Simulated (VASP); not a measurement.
A run of VASP 6.6.1 is set up as follows.

INCAR

```
SYSTEM = Mg
PREC     = Accurate       ! precision mode
ENCUT    = 520            ! plane-wave cutoff, eV
EDIFF    = 1E-6           ! SCF threshold, eV
ISMEAR   = 0              ! smearing method
SIGMA    = 0.1            ! smearing width, eV
LREAL    = .FALSE.        ! projectors in reciprocal space
LASPH    = .TRUE.         ! aspherical terms in the spheres
NELM     = 60             ! most SCF steps
ALGO     = Normal         ! electronic algorithm
ISIF     = 2              ! what is computed and relaxed
LWAVE    = .FALSE.        ! write WAVECAR
LCHARG   = .FALSE.        ! write CHGCAR
GGA      = PE             ! functional
NBANDS   = 7              ! bands
```

KPOINTS

```
Automatic mesh
0
G
  16 16 16
  0 0 0
```

File POSCAR:

```
Mg
1.0
   -1.7657798046      1.7657798046      1.7657798046
    1.7657798046     -1.7657798046      1.7657798046
    1.7657798046      1.7657798046     -1.7657798046
Mg
1
Direct
    0.0000000000      0.0000000000      0.0000000000
```

Potentials or basis: VASP PAW PBE potentials, release 64 (Mg).

Command:

```bash
$ cat potpaw_PBE.64/Mg/POTCAR > POTCAR
$ mpirun -np 1 vasp_std > vasp.out
```

Task: What does it give for the band gap on the k mesh?

Result: Zero (band 1 reaches 6.85 eV, above the bottom of band 2 at 1.97 eV).

Task: Estimate the pressure.

Result: 1.4 GPa.

Caveat: the cell differs from its parent crystal (strained).
